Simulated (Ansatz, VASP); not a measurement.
## Two plane-wave programs on Re

```
Re
1.0
     0.00000    1.87625    2.02438
     1.87625    0.00000    2.02438
     1.87625    1.87625    0.00000
Re
1
Direct
  0.00000 0.00000 0.00000
```

Change from the starting cell: strain -0.050 along x and y, +0.025 along z, atoms carried along.

Alike in both runs: task single point; functional PBEsol; k mesh 20 × 20 × 20; occupations gaussian, width 0.15 eV; no spin polarisation.

|  | VASP | Ansatz |
| --- | --- | --- |
| version | VASP 6.6.1 | Ansatz 0.2.0 |
| potentials or method | VASP PAW PBE potentials, release 64 (Re), cutoff 520 eV | scalar-relativistic, plane waves, PAW |
| valence electrons in the cell | 7 | 15 |

Ansatz gave:

```
gap on the k mesh at the Fermi level (eV)                     : none
pressure (GPa)                                                : 10.9
traceless stress, the component that is largest in VASP (GPa) : -17.74
```

Q: Estimate VASP's values.

A: gap on the k mesh at the Fermi level (eV): none; pressure (GPa): 11.1; traceless stress, the component that is largest in VASP (GPa): -17.56.

VASP's potentials were made for PBE, not for PBEsol. A gap of «none» marks a metal or a gap that the smearing closes. With one functional, cell and mesh, what is left measures potentials, basis and numerics. VASP's potentials hold 7 valence electrons a cell and Ansatz's 15, so a difference there can come from the potentials and not from the codes.

Neither program's run includes spin-orbit coupling.
